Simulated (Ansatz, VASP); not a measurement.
# Nb: VASP beside Ansatz

File INCAR:

```
PREC = Accurate
ENCUT = 520
EDIFF = 1E-6
ISMEAR = 0
SIGMA = 0.15
LREAL = False
LASPH = True
NELM = 60
ALGO = Fast
ISIF = 2
LWAVE = False
LCHARG = False
GGA = PE
NBANDS = 12
```

KPOINTS

```
regular mesh
0
Gamma
  20 20 20
```

The input POSCAR:

```
Nb
1.0
   -1.7471475000      1.7471475000      1.6223512500
    1.7471475000     -1.7471475000      1.6223512500
    1.7471475000      1.7471475000     -1.6223512500
Nb
1
Direct
    0.0000000000      0.0000000000      0.0000000000
```

Input for Ansatz:

```yaml
crystal:
  lattice:
    - [-1.7471475, 1.7471475, 1.62235125]
    - [1.7471475, -1.7471475, 1.62235125]
    - [1.7471475, 1.7471475, -1.62235125]
  atoms:
    - { symbol: Nb, position: [0.0, 0.0, 0.0] }
basis:
  ecutwfc: 420
kpoints:
  mp_grid: { grid: [20, 20, 20] }
hamiltonian:
  xc: pbe
scf:
  occupations: { method: gaussian, width: 0.15 }
output:
  forces: true
  stress: true
  eigenvalues: true
```

Change from the starting cell: strain +0.050 along x and y, -0.025 along z, atoms carried along.

Alike in both runs: task single point; functional PBE; k mesh 20 × 20 × 20; occupations gaussian, width 0.15 eV; no spin polarisation.

```csv
,VASP,Ansatz
version,VASP 6.6.1,Ansatz 0.2.0
potentials or method,"VASP PAW PBE potentials, release 64 (Nb_sv), cutoff 520 eV","scalar-relativistic, plane waves, PAW"
valence electrons in the cell,13,13
```

|  | VASP | Ansatz | Ansatz less VASP |
| --- | --- | --- | --- |
| gap on the k mesh at the Fermi level (eV) | none | none | - |
| pressure (GPa) | -12.6 | -12.4 | +0.23 |
| traceless stress, the component that is largest in VASP (GPa) | 3.15 | 3.17 | +0.023 |

A gap of «none» marks a metal or a gap that the smearing closes.
